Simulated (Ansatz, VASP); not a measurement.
InSb2 in VASP and in Ansatz

File INCAR:

```
SYSTEM = InSb2
ALGO = Normal ; EDIFF = 1E-6
EDIFFG = -0.04 ; ENCUT = 600
GGA = PE ; IBRION = 2
ISIF = 3 ; ISMEAR = 0
LASPH = .True. ; LCHARG = .False.
LREAL = .False. ; LWAVE = .False.
NELM = 80 ; NSW = 90
PREC = Accurate ; SIGMA = 0.1
```

File KPOINTS:

```
k-points
0
Gamma
  4 4 4
  0 0 0
```

The input POSCAR:

```
InSb2
1.0
    5.3945050216      0.0000000000      0.0000000000
    0.0000000000      6.5839517482      0.0000000000
    0.0000000000      0.0000000000      4.1101453010
In Sb
2 4
Direct
    0.0000000000      0.0000000000      0.0000000000
    0.5000000000      0.5000000000      0.5000000000
    0.2004000000      0.3787000000      0.0000000000
    0.7996000000      0.6213000000      0.0000000000
    0.7004000000      0.1213000000      0.5000000000
    0.2996000000      0.8787000000      0.5000000000
```

Input for Ansatz:

```yaml
crystal:
  lattice:
    - [5.3945050216, 0.0, 0.0]
    - [0.0, 6.5839517482, 0.0]
    - [0.0, 0.0, 4.110145301]
  atoms:
    - { symbol: In, position: [0.0, 0.0, 0.0] }
    - { symbol: In, position: [0.5, 0.5, 0.5] }
    - { symbol: Sb, position: [0.2004, 0.3787, 0.0] }
    - { symbol: Sb, position: [0.7996, 0.6213, 0.0] }
    - { symbol: Sb, position: [0.7004, 0.1213, 0.5] }
    - { symbol: Sb, position: [0.2996, 0.8787, 0.5] }
basis:
  ecutwfc: 420
kpoints:
  mp_grid: { grid: [4, 4, 4] }
hamiltonian:
  xc: pbe
scf:
  occupations: { method: gaussian, width: 0.1 }
  lower_state_search: "off"
output:
  forces: true
  stress: true
  eigenvalues: true
relax:
  adjacent_minimum: "off"
  f_tol: 0.04
  max_steps: 70
  cell: { stress_tol: 0.4 }
```

Alike in both runs: task relaxation of cell and atoms; functional PBE; k mesh 4 × 4 × 4; occupations gaussian, width 0.1 eV; no spin polarisation.

|  | VASP | Ansatz |
| --- | --- | --- |
| version | VASP 6.6.1 | Ansatz 0.2.0 |
| potentials or method | VASP PAW PBE potentials, release 64 (In_d, Sb), cutoff 600 eV | scalar-relativistic, plane waves, PAW |
| valence electrons in the cell | 46 | 86 |

VASP gave:

```
gap on the k mesh at the Fermi level, each at its own relaxed structure (eV) : none
relaxed volume (Å³/atom)                                                     : 31.95
relaxed cell length with the largest relative difference (Å)                 : 5.976
```

Which values does Ansatz return?

gap on the k mesh at the Fermi level, each at its own relaxed structure (eV): none; relaxed volume (Å³/atom): 31.90; relaxed cell length with the largest relative difference (Å): 5.950.

A gap of «none» marks a metal or a gap that the smearing closes. VASP's potentials hold 46 valence electrons a cell and Ansatz's 86, so a difference there can come from the potentials and not from the codes.

The k mesh is coarse, so the values compare programs but aren't converged. Spin-orbit coupling is off throughout. Noted on VASP's run: the volume moved by over 15 % at a fixed basis, so the end points are rough.
